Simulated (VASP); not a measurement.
CdS: single point with PBE

The system is CdS.

```xyz
2
Lattice="0.0000 2.9165 2.9165 2.9165 0.0000 2.9165 2.9165 2.9165 0.0000" Properties=species:S:1:pos:R:3 pbc="T T T"
Cd    0.0000    0.0000    0.0000
S     1.4583    1.4583    1.4583
```

```
Program                : VASP 6.6.1
Task                   : single point
Functional             : PBE
Potentials or basis    : VASP PAW PBE potentials, release 64 (Cd, S)
Cutoff                 : 500 eV
k mesh                 : 4 × 4 × 4
Occupations            : gaussian, width 0.02 eV
Spin                   : no spin polarisation
Dipole correction      : no
Further INCAR settings : ALGO = Normal; EDIFF = 1e-06; NBANDS = 16
```

```
Pressure               : 3.4 GPa
Band gap on the k mesh : 1.14 eV
```

Levels at points of the mesh, in eV from the valence-band top:
| k point | band 7 | band 8 | band 9 | band 10 | band 11 | band 12 |
| --- | --- | --- | --- | --- | --- | --- |
| (0.00, 0.00, 0.00) | 0.00 | 0.00 | 0.00 | 1.14 | 6.53 | 6.53 |
| (0.50, 0.00, 0.00) | -4.41 | -0.75 | -0.75 | 3.00 | 7.00 | 7.00 |
| (0.50, 0.50, 0.00) | -3.96 | -1.88 | -1.88 | 3.54 | 4.34 | 9.23 |

It took 16 s on 1 thread of Intel Xeon 8259CL, on a shared host, peak memory 0.16 GiB.

Caveat: the k points lie up to 0.47 Å⁻¹ apart. A hybrid or GW would open this gap; PBE tends to underestimate it.
